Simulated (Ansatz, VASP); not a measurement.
One calculation of Sb, two programs

INCAR

```
PREC = Accurate ; ENCUT = 600
EDIFF = 1E-6 ; ISMEAR = -1
SIGMA = 0.05 ; LREAL = False
LASPH = True ; NELM = 100
ALGO = Normal ; ISIF = 3
LWAVE = False ; LCHARG = False
GGA = PE ; IVDW = 13
IBRION = 2 ; NSW = 60
EDIFFG = -0.01
```

File KPOINTS:

```
regular mesh
0
Gamma
  8 8 8
```

POSCAR

```
Sb
1.0
    2.1542000000      1.2437279499      3.7580000000
   -2.1542000000      1.2437279499      3.7580000000
    0.0000000000     -2.4874558998      3.7580000000
Sb
2
Direct
    0.7665100000      0.7665100000      0.7665100000
    0.2334900000      0.2334900000      0.2334900000
```

The input input.yaml:

```yaml
crystal:
  lattice:
    - [2.1542, 1.2437279499, 3.758]
    - [-2.1542, 1.2437279499, 3.758]
    - [0.0, -2.4874558998, 3.758]
  atoms:
    - { symbol: Sb, position: [0.76651, 0.76651, 0.76651] }
    - { symbol: Sb, position: [0.23349, 0.23349, 0.23349] }
hamiltonian:
  xc: pbe
  pseudopotentials: { kind: paw }
  dispersion: d4
kpoints:
  mp_grid: { grid: [8, 8, 8] }
scf:
  occupations: { method: fermi_dirac, width: 0.05 }
output:
  forces: true
  stress: true
  eigenvalues: true
  write_density: true
  write_potential: true
  elf: true
  volumetric_format: npy
relax:
  f_tol: 0.01
  max_steps: 40
  cell: { stress_tol: 0.05 }
```

Alike in both runs: task relaxation of cell and atoms; functional PBE; dispersion D4; k mesh 8 × 8 × 8; occupations fermi-dirac, width 0.05 eV; no spin polarisation.

```csv
,VASP,Ansatz
version,VASP 6.6.1,Ansatz 0.2.0
potentials or method,"VASP PAW PBE potentials, release 64 (Sb)",Ansatz PAW
plane-wave cutoff (eV),600,420
valence electrons in the cell,10,30
```

```csv
,VASP,Ansatz,Ansatz less VASP
"gap on the k mesh at the Fermi level, each at its own relaxed structure (eV)",none,none,-
relaxed volume (Å³/atom),29.73,29.78,+0.047
relaxed cell length with the largest relative difference (Å),4.439,4.443,+0.0045
```

A gap of «none» marks a metal or a gap that the smearing closes. VASP's potentials hold 10 valence electrons a cell and Ansatz's 30, so a difference there can come from the potentials and not from the codes.

Spin-orbit coupling is off throughout. Noted on Ansatz's run: the plane-wave basis is chosen anew once the cell has moved, so the energies of steps on either side of that aren't comparable.
